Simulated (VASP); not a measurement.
# HfO2 (Fm-3m) in VASP: further runs

Aim: see how the results for HfO2 move with the level of theory and the settings. Levels: PBE, HSE06. Tasks: single point.

Program: VASP 6.6.1. These are calculated values, not measurements. Logs are shortened: lines on timing, memory, paths and dates and some standing lists are left out, and cuts for length are marked.

### 1 The cell of the first run

It takes space group Fm-3m (No. 225, cubic). Conventional cell: a = 5.058 Å, b = 5.058 Å, c = 5.058 Å, α = 90.00°, β = 90.00°, γ = 90.00°. Within 2.9 Å of Hf (site symmetry m-3m) lie 8 O at 2.19 Å. O (site symmetry -43m) has 4 Hf at 2.19 Å and 6 O at 2.53 Å within 2.9 Å.

### 2 Single point, PBE

INCAR

```
  PREC = Accurate
  ENCUT = 520
  EDIFF = 1E-6
  ISMEAR = 0
  SIGMA = 0.01
  LREAL = F
  LASPH = T
  NELM = 100
  ALGO = Normal
  ISIF = 2
  LWAVE = F
  LCHARG = T
  GGA = PE
  LELF = T
  LVHAR = T
  NBANDS = 18
```

KPOINTS

```
Automatic mesh
0
Gamma
  4 4 4
```

POSCAR

```
HfO2
1.0
    0.0000000000      2.5291823193      2.5291823193
    2.5291823193      0.0000000000      2.5291823193
    2.5291823193      2.5291823193      0.0000000000
Hf O
1 2
Direct
    0.0000000000      0.0000000000      0.0000000000
    0.2500000000      0.2500000000      0.2500000000
    0.7500000000      0.7500000000      0.7500000000
```

Potentials or basis: VASP PAW PBE potentials, release 64 (Hf_pv, O).

Launch:

```bash
$ cat potpaw_PBE.64/Hf_pv/POTCAR potpaw_PBE.64/O/POTCAR > POTCAR
$ mpirun -np 1 vasp_std > vasp.out
```

OUTCAR:

```text
PREC = Accurate
   ENCUT = 520
   EDIFF = 1E-6
   ISMEAR = 0
   LREAL = F
   LASPH = T
   NELM = 100
   ISIF = 2
   GGA = PE

 ion  position               nearest neighbor table
   1  0.000  0.000  0.000-   3 2.19   3 2.19   3 2.19   2 2.19   2 2.19   2 2.19   3 2.19   2 2.19

   2  0.250  0.250  0.250-   1 2.19   1 2.19   1 2.19   1 2.19
   3  0.750  0.750  0.750-   1 2.19   1 2.19   1 2.19   1 2.19

  LATTYP: Found a face centered cubic cell.
 ALAT       =     5.0583646386

  Lattice vectors:

 A1 = (   0.0000000000,   2.5291823193,   2.5291823193)
 A2 = (   2.5291823193,   0.0000000000,   2.5291823193)
 A3 = (   2.5291823193,   2.5291823193,   0.0000000000)

Analysis of symmetry for initial positions (statically):
=====================================================================
 Subroutine PRICEL returns:
 Original cell was already a primitive cell.

 Routine SETGRP: Setting up the symmetry group for a
 face centered cubic supercell.

 Subroutine GETGRP returns: Found 48 space group operations
 (whereof 48 operations were pure point group operations)
 out of a pool of 48 trial point group operations.

The static configuration has the point symmetry O_h .

Analysis of symmetry for dynamics (positions and initial velocities):
=====================================================================
 Subroutine PRICEL returns:
 Original cell was already a primitive cell.

 Routine SETGRP: Setting up the symmetry group for a
 face centered cubic supercell.

 Subroutine GETGRP returns: Found 48 space group operations
 (whereof 48 operations were pure point group operations)
 out of a pool of 48 trial point group operations.

The dynamic configuration has the point symmetry O_h .

 Subroutine INISYM returns: Found 48 space group operations
 (whereof 48 operations are pure point group operations),
 and found     1 'primitive' translations

----------------------------------------------------------------------------------------

                                     Primitive cell

  volume of cell :      32.3572

  direct lattice vectors                    reciprocal lattice vectors
     0.000000000  2.529182319  2.529182319    -0.197692351  0.197692351  0.197692351
     2.529182319  0.000000000  2.529182319     0.197692351 -0.197692351  0.197692351
     2.529182319  2.529182319  0.000000000     0.197692351  0.197692351 -0.197692351

  length of vectors
     3.576803938  3.576803938  3.576803938     0.342413197  0.342413197  0.342413197

  position of ions in fractional coordinates (direct lattice)
     0.000000000  0.000000000  0.000000000
     0.250000000  0.250000000  0.250000000
     0.750000000  0.750000000  0.750000000

  ion indices of the primitive-cell ions
   primitive index   ion index
                 1           1
                 2           2
                 3           3

----------------------------------------------------------------------------------------

 KPOINTS: Automatic mesh

Automatic generation of k-mesh.
 Grid dimensions read from file:
 generate k-points for:    4    4    4

 Generating k-lattice:

  Cartesian coordinates                     Fractional coordinates (reciprocal lattice)
    -0.049423088  0.049423088  0.049423088     0.250000000  0.000000000  0.000000000
     0.049423088 -0.049423088  0.049423088     0.000000000  0.250000000  0.000000000
     0.049423088  0.049423088 -0.049423088     0.000000000  0.000000000  0.250000000

  Length of vectors
     0.085603299  0.085603299  0.085603299

  Shift w.r.t. Gamma in fractional coordinates (k-lattice)
     0.000000000  0.000000000  0.000000000

 Subroutine IBZKPT returns following result:
 ===========================================

 Found      8 irreducible k-points:

 Following reciprocal coordinates:
            Coordinates               Weight
  0.000000  0.000000  0.000000      1.000000
  0.250000  0.000000  0.000000      8.000000
  0.500000  0.000000  0.000000      4.000000
  0.250000  0.250000  0.000000      6.000000
  0.500000  0.250000  0.000000     24.000000
 -0.250000  0.250000  0.000000     12.000000
  0.500000  0.500000  0.000000      3.000000
 -0.250000  0.500000  0.250000      6.000000
   k-points           NKPTS =      8   k-points in BZ     NKDIM =      8   number of bands    NBANDS=     18
   number of dos      NEDOS =    301   number of ions     NIONS =      3
   total plane-waves  NPLWV =  21952
   dimension x,y,z NGX =    28 NGY =   28 NGZ =   28
   dimension x,y,z NGXF=    56 NGYF=   56 NGZF=   56
   ions per type =               1   2
   NGX,Y,Z   is equivalent  to a cutoff of  13.01, 13.01, 13.01 a.u.
   NGXF,Y,Z  is equivalent  to a cutoff of  26.03, 26.03, 26.03 a.u.
 SYSTEM =  unknown system
   PREC   = accura    normal or accurate (medium, high low for compatibility)
   ISTART =      0    job   : 0-new  1-cont  2-samecut
   ICHARG =      2    charge: 1-file 2-atom 10-const
   ISPIN  =      1    spin polarized calculation?
   LNONCOLLINEAR =      F non collinear calculations
   LSORBIT =      F    spin-orbit coupling
   LASPH  =      T    aspherical Exc in radial PAW
   ENCUT  =  520.0 eV  38.22 Ry    6.18 a.u.   6.65  6.65  6.65*2*pi/ulx,y,z
   NELM   =    100;   NELMIN=  2; NELMDL= -5     # of ELM steps
   EDIFF  = 0.1E-05   stopping-criterion for ELM
   LREAL  =      F    real-space projection
   EDIFFG = 0.1E-04   stopping-criterion for IOM
   NSW    =      0    number of steps for IOM
   IBRION =     -1    ionic relax: 0-MD 1-quasi-New 2-CG
   NFREE  =      0    steps in history (QN), initial steepest desc. (CG)
   ISIF   =      2    stress and relaxation
   ISYM   =      2    0-nonsym 1-usesym 2-fastsym
   POTIM  = 0.5000    time-step for ionic-motion
   TEBEG  =    0.0;   TEEND  =   0.0 temperature during run
   PSTRESS=    0.0 pullay stress
   NELECT =      22.0000    total number of electrons
   NUPDOWN=      -1.0000    fix difference up-down
   EMIN   =  10.00;   EMAX   =-10.00  energy-range for DOS
   EFERMI =   0.00;   METHOD = LEGACY
   ISMEAR =     0;   SIGMA  =   0.01  broadening in eV -4-tet -1-fermi 0-gaus
   EFERMI_NEDOS =   21; number of points for ismear=-14 and -15
   IALGO  =     38    algorithm
   IMIX   =      4    mixing-type and parameters
     AMIX     =   0.40;   BMIX     =  1.00
     AMIX_MAG =   1.60;   BMIX_MAG =  1.00
  volume/ion in A,a.u.               =      10.79        72.79
  Fermi-wavevector in a.u.,A,eV,Ry     =   1.439546  2.720348 28.195259  2.072293
  Thomas-Fermi vector in A             =   2.558390
   LORBIT       =      0    0 simple, 1 ext, 2 COOP (PROOUT), +10 PAW based schemes
   GGA     = PE    functional components
   LHFCALC =     F    Hartree Fock is set to
   AEXX    =    0.0000 exact exchange contribution
   IVDW    =     0    specifies the selected vdW correction
   LEPSILON=     F    determine dielectric tensor
   LRPA    =     F    only Hartree local field effects (RPA)
 non-spin polarized calculation
 Gauss-broadening in eV      SIGMA  =   0.01
  energy-cutoff  :      520.00
  volume of cell :       32.36
 maximum number of plane-waves:       893
 NGX is ok and might be reduce to    28
   NGX = 13   NGY = 13   NGZ = 13

 number of electron      21.9999992 magnetization

 Free energy of the ion-electron system (eV)
  ---------------------------------------------------
  ext. energy  EPLUGINS =         0.00000000
  ---------------------------------------------------
  free energy    TOTEN  =       -30.24510106 eV

  energy without entropy =      -30.24510106  energy(sigma->0) =      -30.24510106

 E-fermi :   4.4047     XC(G=0): -11.8755

 val. band max:        4.3386665669   @ k =   0.5000   0.5000   0.0000
 cond. band min:       8.1586192733   @ k =   0.5000   0.5000   0.0000
 fundamental gap:      3.8199527064
 Fermi energy:         4.4046576140

 k-point     1 :       0.0000    0.0000    0.0000
  band No.  band energies     occupation
      1     -25.3172      2.00000
      2     -25.3172      2.00000
      3     -25.3172      2.00000
      4     -14.4370      2.00000
      5     -11.3691      2.00000
      6      -1.0463      2.00000
[... 10 lines left out ...]
     17      14.8479      0.00000
     18      17.8699      0.00000

 k-point     2 :       0.2500    0.0000    0.0000
  band No.  band energies     occupation
      1     -25.5488      2.00000
      2     -25.3429      2.00000
      3     -25.3429      2.00000
      4     -13.7249      2.00000
      5     -11.8874      2.00000
      6      -0.5195      2.00000
[... 10 lines left out ...]
     17      14.0963      0.00000
     18      17.0781      0.00000

 k-point     3 :       0.5000    0.0000    0.0000
  band No.  band energies     occupation
      1     -25.7634      2.00000
      2     -25.3684      2.00000
      3     -25.3684      2.00000
      4     -13.1927      2.00000
      5     -12.0684      2.00000
      6      -0.0031      2.00000
[... 10 lines left out ...]
     17      13.7942      0.00000
     18      16.9919      0.00000

 k-point     4 :       0.2500    0.2500    0.0000
  band No.  band energies     occupation
      1     -25.5657      2.00000
      2     -25.3809      2.00000
      3     -25.3809      2.00000
      4     -13.4207      2.00000
      5     -12.0908      2.00000
      6      -0.3683      2.00000
[... 10 lines left out ...]
     17      13.4817      0.00000
     18      17.7606      0.00000

 k-point     5 :       0.5000    0.2500    0.0000
  band No.  band energies     occupation
      1     -25.7020      2.00000
      2     -25.4872      2.00000
      3     -25.4064      2.00000
      4     -12.7497      2.00000
      5     -12.3394      2.00000
      6      -0.9707      2.00000
[... 10 lines left out ...]
     17      15.5375      0.00000
     18      17.6906      0.00000

 k-point     6 :      -0.2500    0.2500    0.0000
  band No.  band energies     occupation
      1     -25.6378      2.00000
      2     -25.5020      2.00000
      3     -25.3687      2.00000
      4     -12.9694      2.00000
      5     -12.2779      2.00000
      6      -0.6537      2.00000
[... 10 lines left out ...]
     17      15.2487      0.00000
     18      17.5002      0.00000

 k-point     7 :       0.5000    0.5000    0.0000
  band No.  band energies     occupation
      1     -25.7893      2.00000
      2     -25.4439      2.00000
      3     -25.4439      2.00000
      4     -12.6738      2.00000
      5     -12.2363      2.00000
      6      -2.1740      2.00000
[... 10 lines left out ...]
     17      17.6585      0.00000
     18      17.8194      0.00000

 k-point     8 :      -0.2500    0.5000    0.2500
  band No.  band energies     occupation
      1     -25.6203      2.00000
      2     -25.6203      2.00000
      3     -25.4462      2.00000
      4     -12.4494      2.00000
      5     -12.4494      2.00000
      6      -0.9891      2.00000
[... 10 lines left out ...]
     17      17.2914      0.00000
     18      17.8210      0.00000

------------------------ aborting loop because EDIFF is reached ----------------------------------------

  FORCE on cell =-STRESS in cart. coord.  units (eV):
  Direction    XX          YY          ZZ          XY          YZ          ZX
  --------------------------------------------------------------------------------------
  -------------------------------------------------------------------------------------
  Total        0.4314201      0.4314201      0.4314201      0.0000000     -0.0000000      0.0000000
  in kB       21.3619345     21.3619345     21.3619345      0.0000000     -0.0000000      0.0000000
  external PRESSURE =      21.3619345 kB  Pullay stress =       0.0000000 kB

 VOLUME and BASIS-vectors are now :
 -----------------------------------------------------------------------------
  energy-cutoff  :      520.00
  volume of cell :       32.36
      direct lattice vectors                 reciprocal lattice vectors
     0.000000000  2.529182319  2.529182319    -0.197692351  0.197692351  0.197692351
     2.529182319  0.000000000  2.529182319     0.197692351 -0.197692351  0.197692351
     2.529182319  2.529182319  0.000000000     0.197692351  0.197692351 -0.197692351

 POSITION                                       TOTAL-FORCE (eV/Angst)
 -----------------------------------------------------------------------------------
      0.00000      0.00000      0.00000        -0.000000     -0.000000     -0.000000
      1.26459      1.26459      1.26459        -0.000000     -0.000000     -0.000000
      3.79377      3.79377      3.79377         0.000000      0.000000      0.000000
 -----------------------------------------------------------------------------------
    total drift:                                0.000000      0.000000      0.000000

  FREE ENERGIE OF THE ION-ELECTRON SYSTEM (eV)
  ---------------------------------------------------
  free  energy   TOTEN  =       -30.2451010607 eV

  energy  without entropy=      -30.2451010607  energy(sigma->0) =      -30.24510106
```

Run time: 5.4 s. Hardware: 1 thread of Intel Xeon Platinum 8488C (Sapphire Rapids), shared host; peak memory 0.15 GiB.

What came out:

| Item | Value |
| --- | --- |
| Free energy | -30.2451 eV |
| Pressure | 2.1 GPa |
| Band gap on the k mesh | 3.82 eV, direct |

Levels at points of the mesh, in eV from the valence-band top:
```csv
k point,band 9,band 10,band 11,band 12,band 13,band 14
"(0.00, 0.00, 0.00)",-0.61,-0.61,-0.61,3.90,3.90,5.89
"(0.50, 0.00, 0.00)",-2.74,-1.84,-1.84,4.63,4.63,7.05
"(0.50, 0.50, 0.00)",-1.54,-1.54,0.00,3.82,5.54,6.70
```

Caveat: the k points lie up to 0.54 Å⁻¹ apart; spin-orbit coupling is left out, which moves the levels of the heavy elements.

### 3 Single point, PBE

INCAR

```
SYSTEM = HfO2
PREC = Accurate ; ENCUT = 520
EDIFF = 1E-6 ; ISMEAR = 0
SIGMA = 0.01 ; LREAL = .FALSE.
LASPH = .TRUE. ; NELM = 100
ALGO = Normal ; ISIF = 2
LWAVE = .FALSE. ; LCHARG = .TRUE.
GGA = PE ; LELF = .TRUE.
LVHAR = .TRUE. ; NBANDS = 18
```

KPOINTS

```
regular mesh
0
G
  4 4 4
  0 0 0
```

POSCAR is that of step 2.

Potentials or basis: VASP PAW PBE potentials, release 64 (Hf_pv, O).

Launch:

```bash
$ cat potpaw_PBE.64/Hf_pv/POTCAR potpaw_PBE.64/O/POTCAR > POTCAR
$ mpirun -np 1 vasp_std > vasp.out
```

It took 5.9 s on 1 thread of Intel Xeon Platinum 8488C (Sapphire Rapids), shared host; peak memory 0.15 GiB.

It converged, with:

- Free energy: -30.2451 eV
- Pressure: 2.1 GPa
- Band gap on the k mesh: 3.82 eV, direct

Levels at points of the mesh, in eV from the valence-band top:
| k point | band 9 | band 10 | band 11 | band 12 | band 13 | band 14 |
| --- | --- | --- | --- | --- | --- | --- |
| (0.00, 0.00, 0.00) | -0.61 | -0.61 | -0.61 | 3.90 | 3.90 | 5.89 |
| (0.50, 0.00, 0.00) | -2.74 | -1.84 | -1.84 | 4.63 | 4.63 | 7.05 |
| (0.50, 0.50, 0.00) | -1.54 | -1.54 | 0.00 | 3.82 | 5.54 | 6.70 |

Caveat: the k points lie up to 0.54 Å⁻¹ apart; spin-orbit coupling is left out, which moves the levels of the heavy elements. A k mesh can miss the band edges.

### 4 Single point, HSE06

POSCAR is that of step 3.

INCAR.step1

```
ALGO = Normal
EDIFF = 1E-5
ENCUT = 520
GGA = PE
ISIF = 2
ISMEAR = 0
LASPH = T
LCHARG = F
LREAL = F
LWAVE = T
NBANDS = 18
NELM = 80
PREC = Accurate
SIGMA = 0.01
```

INCAR.step2

```
ALGO = Normal
EDIFF = 1E-7
ENCUT = 520
GGA = PE
HFSCREEN = 0.2079
ISIF = 2
ISMEAR = 0
ISTART = 1
LASPH = T
LCHARG = F
LHFCALC = T
LREAL = F
LWAVE = F
NBANDS = 18
NELM = 80
PREC = Accurate
PRECFOCK = Normal
SIGMA = 0.01
```

KPOINTS

```
k-points
0
Gamma
  4 4 4
```

Launch:

```bash
$ cat potpaw_PBE.64/Hf_pv/POTCAR potpaw_PBE.64/O/POTCAR > POTCAR
$ cp INCAR.step1 INCAR
$ mpirun -np 1 vasp_std > vasp.out
$ cp INCAR.step2 INCAR
$ mpirun -np 1 vasp_std > vasp.out
```

It took 7.3 min on 1 thread of Intel Xeon Platinum 8488C (Sapphire Rapids), shared host; peak memory 0.26 GiB.

It converged, with:

```
Free energy            : -36.2607 eV
Pressure               : -5.3 GPa
Band gap on the k mesh : 5.36 eV, direct
```

Levels at points of the mesh, in eV from the valence-band top:
```csv
k point,band 9,band 10,band 11,band 12,band 13,band 14
"(0.00, 0.00, 0.00)",-0.67,-0.67,-0.67,5.49,5.49,7.47
"(0.50, 0.00, 0.00)",-2.97,-2.03,-2.03,6.27,6.27,8.73
"(0.50, 0.50, 0.00)",-1.66,-1.66,0.00,5.36,7.30,8.36
```

Caveat: the k points lie up to 0.54 Å⁻¹ apart; the PAW data sets were made with another functional, which shifts forces and pressure a little; spin-orbit coupling is left out, which moves the levels of the heavy elements.
